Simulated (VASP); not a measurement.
# Fe (R-3m) in VASP: single point with PBE

Aim: the single point of Fe with PBE.

All numbers are computed with VASP 6.6.1; they aren't measurements. Logs are shortened: lines on timing, memory, paths and dates and some standing lists are left out, and cuts for length are marked.

## (1) The cell of the first run

The structure is trigonal, space group R-3m (No. 166). Conventional cell: a = 2.563 Å, b = 2.563 Å, c = 6.349 Å, α = 90.00°, β = 90.00°, γ = 120.00°. Fe (site symmetry -3m) has 12 Fe at 2.56 to 2.58 Å within 3.4 Å.

This isn't the form of Fe at room conditions, which is bcc.

## (2) Single point, PBE, collinear spin, ferromagnetic start

INCAR

```
ALGO = Fast
EDIFF = 1E-6
ENCUT = 520
GGA = PE
ISIF = 2
ISMEAR = 0
ISPIN = 2
LASPH = T
LCHARG = F
LMAXMIX = 4
LORBIT = 11
LREAL = F
LWAVE = F
MAGMOM = 2.87 2.87 2.87
NBANDS = 23
NELM = 150
PREC = Accurate
SIGMA = 0.1
```

KPOINTS

```
k-points
0
Gamma
  18 18 7
```

POSCAR

```
Fe
1.0
    2.5633634038      0.0000000000      0.0000000000
   -1.2816817019      2.2199378268      0.0000000000
    0.0000000000      0.0000000000      6.3486277567
Fe
3
Direct
    0.0000000000      0.0000000000      0.0000000000
    0.3333333333      0.6666666667      0.3333333333
    0.6666666667      0.3333333333      0.6666666667
```

Potentials or basis: VASP PAW PBE potentials, release 64 (Fe).

Launch:

```bash
> cat potpaw_PBE.64/Fe/POTCAR > POTCAR
> mpirun -np 1 vasp_std > vasp.out
```

OUTCAR:

```text
EDIFF = 1E-6
   ENCUT = 520
   GGA = PE
   ISIF = 2
   ISMEAR = 0
   ISPIN = 2
   LASPH = T
   LORBIT = 11
   LREAL = F
   NELM = 150
   PREC = Accurate

 ion  position               nearest neighbor table
   1  0.000  0.000  0.000-   2 2.58   3 2.58   2 2.58   3 2.58   3 2.58   2 2.58
   2  0.333  0.667  0.333-   1 2.58   1 2.58   1 2.58   3 2.58   3 2.58   3 2.58
   3  0.667  0.333  0.667-   1 2.58   1 2.58   1 2.58   2 2.58   2 2.58   2 2.58

  LATTYP: Found a hexagonal cell.
 ALAT       =     2.5633634038
 C/A-ratio  =     2.4766787835

  Lattice vectors:

 A1 = (   2.5633634038,   0.0000000000,   0.0000000000)
 A2 = (  -1.2816817019,   2.2199378268,   0.0000000000)
 A3 = (   0.0000000000,   0.0000000000,   6.3486277567)

Analysis of symmetry for initial positions (statically):
=====================================================================
 Subroutine PRICEL returns following result:

  LATTYP: Found a trigonal (rhomboedric) cell.
 ALAT       =     2.5823669203
 COS(alpha) =     0.5073318758
[... 12 lines left out ...]
 Subroutine GETGRP returns: Found 12 space group operations
 (whereof 12 operations were pure point group operations)
 out of a pool of 24 trial point group operations.

The static configuration has the point symmetry D_3d.

Analysis of symmetry for dynamics (positions and initial velocities):
=====================================================================
 Subroutine PRICEL returns following result:

  LATTYP: Found a trigonal (rhomboedric) cell.
 ALAT       =     2.5823669203
 COS(alpha) =     0.5073318758
[... 12 lines left out ...]
 Subroutine GETGRP returns: Found 12 space group operations
 (whereof 12 operations were pure point group operations)
 out of a pool of 24 trial point group operations.

The dynamic configuration has the point symmetry D_3d.

Analysis of structural, dynamic, and magnetic symmetry:
=====================================================================
 Subroutine PRICEL returns following result:

  LATTYP: Found a trigonal (rhomboedric) cell.
 ALAT       =     2.5823669203
 COS(alpha) =     0.5073318758
[... 12 lines left out ...]
 Subroutine GETGRP returns: Found 12 space group operations
 (whereof 12 operations were pure point group operations)
 out of a pool of 24 trial point group operations.

The overall configuration has the point symmetry D_3d.

 Subroutine INISYM returns: Found 12 space group operations
 (whereof 12 operations are pure point group operations),
 and found     3 'primitive' translations

----------------------------------------------------------------------------------------

                                     Primitive cell

  volume of cell :      12.0423

  direct lattice vectors                    reciprocal lattice vectors
     1.281681702 -0.739979276  2.116209252     0.390112459 -0.225231533  0.157514354
    -0.000000000  1.479958551  2.116209252    -0.000000000  0.450463066  0.157514354
    -1.281681702 -0.739979276  2.116209253    -0.390112459 -0.225231533  0.157514354

  length of vectors
     2.582366920  2.582366920  2.582366921     0.477208283  0.477208283  0.477208283

  position of ions in fractional coordinates (direct lattice)
     0.000000000  0.000000000  0.000000000

  ion indices of the primitive-cell ions
   primitive index   ion index
                 1           1

----------------------------------------------------------------------------------------

 KPOINTS: k-points

Automatic generation of k-mesh.
 Grid dimensions read from file:
 generate k-points for:   18   18    7

 Generating k-lattice:

  Cartesian coordinates                     Fractional coordinates (reciprocal lattice)
     0.021672914  0.012512863  0.000000000     0.055555556  0.000000000  0.000000000
     0.000000000  0.025025726  0.000000000     0.000000000  0.055555556  0.000000000
     0.000000000  0.000000000  0.022502051     0.000000000  0.000000000  0.142857143

  Length of vectors
     0.025025726  0.025025726  0.022502051

  Shift w.r.t. Gamma in fractional coordinates (k-lattice)
     0.000000000  0.000000000  0.000000000

 Subroutine IBZKPT returns following result:
 ===========================================

 Found    229 irreducible k-points:

 Following reciprocal coordinates:
            Coordinates               Weight
  0.000000  0.000000  0.000000      1.000000
  0.055556  0.000000  0.000000      6.000000
  0.111111  0.000000  0.000000      6.000000
  0.166667  0.000000  0.000000      6.000000
  0.222222 -0.000000  0.000000      6.000000
  0.277778 -0.000000  0.000000      6.000000
[... 16 lines left out ...]
  0.333333  0.111111  0.000000     12.000000
  0.388889  0.111111  0.000000     12.000000
 [... further k-points ...]
   k-points           NKPTS =    229   k-points in BZ     NKDIM =    229   number of bands    NBANDS=     23
   number of dos      NEDOS =    301   number of ions     NIONS =      3
   total plane-waves  NPLWV =  19200
   dimension x,y,z NGX =    20 NGY =   20 NGZ =   48
   dimension x,y,z NGXF=    40 NGYF=   40 NGZF=   96
   ions per type =               3
   NGX,Y,Z   is equivalent  to a cutoff of  12.97, 12.97, 12.57 a.u.
   NGXF,Y,Z  is equivalent  to a cutoff of  25.94, 25.94, 25.14 a.u.
 SYSTEM =  unknown system
   PREC   = accura    normal or accurate (medium, high low for compatibility)
   ISTART =      0    job   : 0-new  1-cont  2-samecut
   ICHARG =      2    charge: 1-file 2-atom 10-const
   ISPIN  =      2    spin polarized calculation?
   LNONCOLLINEAR =      F non collinear calculations
   LSORBIT =      F    spin-orbit coupling
   LASPH  =      T    aspherical Exc in radial PAW
   ENCUT  =  520.0 eV  38.22 Ry    6.18 a.u.   4.77  4.77 11.80*2*pi/ulx,y,z
   NELM   =    150;   NELMIN=  2; NELMDL= -5     # of ELM steps
   EDIFF  = 0.1E-05   stopping-criterion for ELM
   LREAL  =      F    real-space projection
   EDIFFG = 0.1E-04   stopping-criterion for IOM
   NSW    =      0    number of steps for IOM
   IBRION =     -1    ionic relax: 0-MD 1-quasi-New 2-CG
   NFREE  =      0    steps in history (QN), initial steepest desc. (CG)
   ISIF   =      2    stress and relaxation
   ISYM   =      2    0-nonsym 1-usesym 2-fastsym
   POTIM  = 0.5000    time-step for ionic-motion
   TEBEG  =    0.0;   TEEND  =   0.0 temperature during run
   PSTRESS=    0.0 pullay stress
   NELECT =      24.0000    total number of electrons
   NUPDOWN=      -1.0000    fix difference up-down
   EMIN   =  10.00;   EMAX   =-10.00  energy-range for DOS
   EFERMI =   0.00;   METHOD = LEGACY
   ISMEAR =     0;   SIGMA  =   0.10  broadening in eV -4-tet -1-fermi 0-gaus
   EFERMI_NEDOS =   21; number of points for ismear=-14 and -15
   IALGO  =     68    algorithm
   IMIX   =      4    mixing-type and parameters
     AMIX     =   0.40;   BMIX     =  1.00
     AMIX_MAG =   1.60;   BMIX_MAG =  1.00
  volume/ion in A,a.u.               =      12.04        81.27
  Fermi-wavevector in a.u.,A,eV,Ry     =   1.428461  2.699399 27.762687  2.040500
  Thomas-Fermi vector in A             =   2.548520
   LORBIT       =     11    0 simple, 1 ext, 2 COOP (PROOUT), +10 PAW based schemes
   GGA     = PE    functional components
   LHFCALC =     F    Hartree Fock is set to
   AEXX    =    0.0000 exact exchange contribution
   IVDW    =     0    specifies the selected vdW correction
   LEPSILON=     F    determine dielectric tensor
   LRPA    =     F    only Hartree local field effects (RPA)
 spin polarized calculation
 RMM-DIIS sequential band-by-band and
 Gauss-broadening in eV      SIGMA  =   0.10
  energy-cutoff  :      520.00
  volume of cell :       36.13
 maximum number of plane-waves:       990
   NGX =  9   NGY =  9   NGZ = 23

 number of electron      24.0000013 magnetization       7.7725489

 Free energy of the ion-electron system (eV)
  ---------------------------------------------------
  ext. energy  EPLUGINS =         0.00000000
  ---------------------------------------------------
  free energy    TOTEN  =       -24.26477192 eV

  energy without entropy =      -24.24860547  energy(sigma->0) =      -24.25668869

 E-fermi :   5.4731     XC(G=0): -12.7752

 val. band max:        5.4728004605   @ k =   0.3889  -0.0000   0.4286
 cond. band min:       5.4735751941   @ k =   0.0556   0.0556   0.1429
 fundamental gap:      0.0007747336
 Fermi energy:         5.4731287662

 spin component 1

 k-point     1 :       0.0000    0.0000    0.0000
  band No.  band energies     occupation
      1      -2.8882      1.00000
      2       0.1260      1.00000
      3       0.1260      1.00000
      4       2.9914      1.00000
      5       3.0535      1.00000
      6       3.0535      1.00000
[... 613 lines left out ...]
     22      17.5209      0.00000
     23      19.5641      0.00000

 [... further k-points ...]

 spin component 2

 k-point     1 :       0.0000    0.0000    0.0000
  band No.  band energies     occupation
      1      -2.6482      1.00000
      2       0.7597      1.00000
      3       0.7597      1.00000
      4       4.5988      1.00000
      5       4.5988      1.00000
      6       5.3130      0.98825
[... 613 lines left out ...]
     22      18.2080      0.00000
     23      20.1287      0.00000

 [... further k-points ...]

------------------------ aborting loop because EDIFF is reached ----------------------------------------

  FORCE on cell =-STRESS in cart. coord.  units (eV):
  Direction    XX          YY          ZZ          XY          YZ          ZX
  --------------------------------------------------------------------------------------
  -------------------------------------------------------------------------------------
  Total       -0.0669872     -0.0669872     -0.0281648     -0.0000000      0.0000000      0.0000000
  in kB       -2.9707854     -2.9707854     -1.2490705     -0.0000000      0.0000000      0.0000000
  external PRESSURE =      -2.3968804 kB  Pullay stress =       0.0000000 kB

 VOLUME and BASIS-vectors are now :
 -----------------------------------------------------------------------------
  energy-cutoff  :      520.00
  volume of cell :       36.13
      direct lattice vectors                 reciprocal lattice vectors
     2.563363404  0.000000000  0.000000000     0.390112459  0.225231533  0.000000000
    -1.281681702  2.219937827  0.000000000     0.000000000  0.450463066  0.000000000
     0.000000000  0.000000000  6.348627757     0.000000000  0.000000000  0.157514354

 POSITION                                       TOTAL-FORCE (eV/Angst)
 -----------------------------------------------------------------------------------
      0.00000      0.00000      0.00000        -0.000000      0.000000      0.000000
     -0.00000      1.47996      2.11621         0.000000      0.000000      0.000000
      1.28168      0.73998      4.23242         0.000000     -0.000000     -0.000000
 -----------------------------------------------------------------------------------
    total drift:                               -0.000000      0.000000      0.000000

  FREE ENERGIE OF THE ION-ELECTRON SYSTEM (eV)
  ---------------------------------------------------
  free  energy   TOTEN  =       -24.2647719183 eV

  energy  without entropy=      -24.2486054679  energy(sigma->0) =      -24.25668869

 total charge

# of ion       s       p       d       tot
------------------------------------------
    1        0.472   0.499   6.183   7.154
    2        0.472   0.499   6.183   7.154
    3        0.472   0.499   6.183   7.154
--------------------------------------------------
tot          1.417   1.496  18.549  21.462

 magnetization (x)

# of ion       s       p       d       tot
------------------------------------------
    1       -0.017  -0.051   2.656   2.589
    2       -0.017  -0.051   2.656   2.589
    3       -0.017  -0.051   2.656   2.589
--------------------------------------------------
tot         -0.050  -0.152   7.969   7.767
```

Wall time 5.2 min (1 thread of Intel Xeon Platinum 8259CL at 2.50GHz (Skylake/Cascade Lake), shared host); peak memory 0.36 GiB.

What came out:

```
Free energy                                           : -24.2648 eV
Pressure                                              : -0.2 GPa
Net moment                                            : 7.77 μB per cell
Site moments                                          : Fe +2.59 μB
Valence electrons inside the program's atomic spheres : Fe 7.15
```

Stress tensor (GPa, compression positive):
```
-0.30  0.00  0.00
 0.00 -0.30  0.00
 0.00  0.00 -0.12
```

Levels at points of the mesh, in eV from the Fermi level:
Spin up:
```tsv
k point	band 12	band 13	band 14	band 15	band 16	band 17	band 18	band 19	band 20	band 21
(0.00, 0.00, 0.00)	-2.34	-1.47	-1.47	-0.96	-0.96	-0.96	-0.96	10.14	10.14	21.34
(0.50, 0.00, 0.00)	-0.48	-0.48	-0.27	-0.26	1.84	1.84	2.46	6.97	6.97	9.19
```
Spin down:
| k point | band 4 | band 5 | band 6 | band 7 | band 8 | band 9 | band 10 | band 11 | band 12 | band 13 |
| --- | --- | --- | --- | --- | --- | --- | --- | --- | --- | --- |
| (0.00, 0.00, 0.00) | -0.87 | -0.87 | -0.16 | -0.03 | -0.03 | 0.12 | 0.12 | 0.12 | 0.12 | 1.52 |
| (0.50, 0.00, 0.00) | -2.43 | -1.21 | -1.21 | -0.36 | -0.36 | 0.52 | 0.52 | 2.36 | 2.36 | 2.42 |
